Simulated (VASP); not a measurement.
A run of VASP 6.6.1 is set up as follows.

Contents of INCAR:

```
PREC = Accurate
ENCUT = 520
EDIFF = 1E-6
ISMEAR = 0
SIGMA = 0.05
LREAL = F
LASPH = T
NELM = 60
ALGO = Normal
ISIF = 2
LWAVE = F
LCHARG = T
GGA = PE
LELF = T
LVHAR = T
NBANDS = 24
```

Contents of KPOINTS:

```
Automatic mesh
0
Gamma
  6 6 8
```

Contents of POSCAR:

```
BaTe
1.0
    6.1214692153      0.0000000000      0.0000000000
    0.0000000000      6.0014404072      0.0000000000
    0.0000000000      0.0000000000      4.2436295593
Ba Te
2 2
Direct
    0.5000000000      0.0000000000      0.4999515426
    0.0000000000      0.5000000000      0.5000484574
    0.0000000000      0.0000000000      0.0000000000
    0.5000000000      0.5000000000      0.0000000000
```

Potentials or basis: VASP PAW PBE potentials, release 64 (Ba_sv, Te).

The run is started by

```console
$ cat potpaw_PBE.64/Ba_sv/POTCAR potpaw_PBE.64/Te/POTCAR > POTCAR
$ mpirun -np 1 vasp_std > vasp.out
```

(1) What does it give for the pressure?

(2) Estimate the band gap on the k mesh.

Results:

(1) -0.2 GPa.

(2) 0.75 eV.

Caveat: semilocal functionals underestimate gaps, and a narrow one can read as zero; spin-orbit coupling is left out, which moves the levels of the heavy elements.
